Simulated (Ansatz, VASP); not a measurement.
Two plane-wave programs on MgH2

Contents of INCAR:

```
PREC = Accurate
ENCUT = 600
EDIFF = 1E-6
ISMEAR = 0
SIGMA = 0.1
LREAL = False
LASPH = True
NELM = 60
ALGO = Normal
ISIF = 3
LWAVE = False
LCHARG = False
GGA = PE
IBRION = 2
NSW = 90
EDIFFG = -0.04
```

File KPOINTS:

```
Automatic mesh
0
Gamma
  4 4 6
```

The input POSCAR:

```
MgH2
1.0
    4.4372955600      0.0000000000      0.0000000000
    0.0000000000      4.4372955600      0.0000000000
    0.0000000000      0.0000000000      3.0452105400
Mg H
2 4
Direct
    0.5000000000      0.0000000000      0.7272319400
    0.0000000000      0.5000000000      0.2272319400
    0.6552929200      0.1977829700      0.8863840300
    0.8022170300      0.6552929200      0.3863840300
    0.3447070800      0.8022170300      0.8863840300
    0.1977829700      0.3447070800      0.3863840300
```

Input for Ansatz:

```yaml
crystal:
  lattice:
    - [4.43729556, 0.0, 0.0]
    - [0.0, 4.43729556, 0.0]
    - [0.0, 0.0, 3.04521054]
  atoms:
    - { symbol: Mg, position: [0.5, 0.0, 0.72723194] }
    - { symbol: Mg, position: [0.0, 0.5, 0.22723194] }
    - { symbol: H, position: [0.65529292, 0.19778297, 0.88638403] }
    - { symbol: H, position: [0.80221703, 0.65529292, 0.38638403] }
    - { symbol: H, position: [0.34470708, 0.80221703, 0.88638403] }
    - { symbol: H, position: [0.19778297, 0.34470708, 0.38638403] }
basis:
  ecutwfc: 420
kpoints:
  mp_grid: { grid: [4, 4, 6] }
hamiltonian:
  xc: pbe
scf:
  occupations: { method: gaussian, width: 0.1 }
  lower_state_search: "off"
output:
  forces: true
  stress: true
  eigenvalues: true
relax:
  adjacent_minimum: "off"
  f_tol: 0.04
  max_steps: 70
  cell: { stress_tol: 0.4 }
```

Alike in both runs: task relaxation of cell and atoms; functional PBE; k mesh 4 × 4 × 6; occupations gaussian, width 0.1 eV; no spin polarisation.

|  | VASP | Ansatz |
| --- | --- | --- |
| version | VASP 6.6.1 | Ansatz 0.2.0 |
| potentials or method | VASP PAW PBE potentials, release 64 (Mg, H), cutoff 600 eV | scalar-relativistic, plane waves, PAW |
| valence electrons in the cell | 8 | 24 |

VASP gave:

- gap on the k mesh at the Fermi level, each at its own relaxed structure (eV): 3.88
- relaxed volume (Å³/atom): 10.25
- relaxed cell length with the largest relative difference (Å): 4.516

Question: Which values does Ansatz return?

Answer: gap on the k mesh at the Fermi level, each at its own relaxed structure (eV): 3.89; relaxed volume (Å³/atom): 10.23; relaxed cell length with the largest relative difference (Å): 4.513.

VASP's potentials hold 8 valence electrons a cell and Ansatz's 24, so a difference there can come from the potentials and not from the codes.
